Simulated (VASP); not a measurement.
The system is Cd3F.

```
Cd F
1.0
     4.52469    0.00000    0.00000
     0.00000    4.52469    0.00000
     0.00000    0.00000    4.52469
Cd F
3 1
Direct
  0.00000 0.50000 0.50000
  0.50000 0.00000 0.50000
  0.50000 0.50000 0.00000
  0.00000 0.00000 0.00000
```

The cell was generated, and may not be a known phase.

* Program: VASP 6.6.1
* Task: relaxation of cell and atoms
* Functional: PBE
* Potentials or basis: VASP PAW PBE potentials, release 64 (Cd, F)
* Cutoff: 600 eV
* k mesh: 10 × 10 × 10
* Occupations: gaussian, width 0.1 eV
* Spin: no spin polarisation

At the start: pressure -3.3 GPa; volume 23.16 Å³/atom.

Task: How do energy, volume and symmetry change on relaxing?

Result: Over 4 steps the energy falls by 26.6 meV/atom and the volume is 20.83 Å³/atom (-10.1 %); space group Pm-3m (No. 221, to 0.1 Å) before and after.

The path:
```csv
step,energy change (eV),largest force (eV/Å),pressure (GPa),volume (Å³)
1,0.0000,0.0000,-3.27,92.63
2,-0.0926,0.0000,-1.36,86.44
3,-0.1061,0.0000,-0.12,83.59
4,-0.1062,0.0000,0.01,83.32
```

Final structure:
```
Cd F
1.0
     4.36763    0.00000    0.00000
     0.00000    4.36763    0.00000
     0.00000    0.00000    4.36763
Cd F
3 1
Direct
  0.00000 0.50000 0.50000
  0.50000 0.00000 0.50000
  0.50000 0.50000 0.00000
  0.00000 0.00000 0.00000
```

Caveat: an odd number of electrons without spin polarisation forces a metal; a magnetic or distorted state may lie lower.
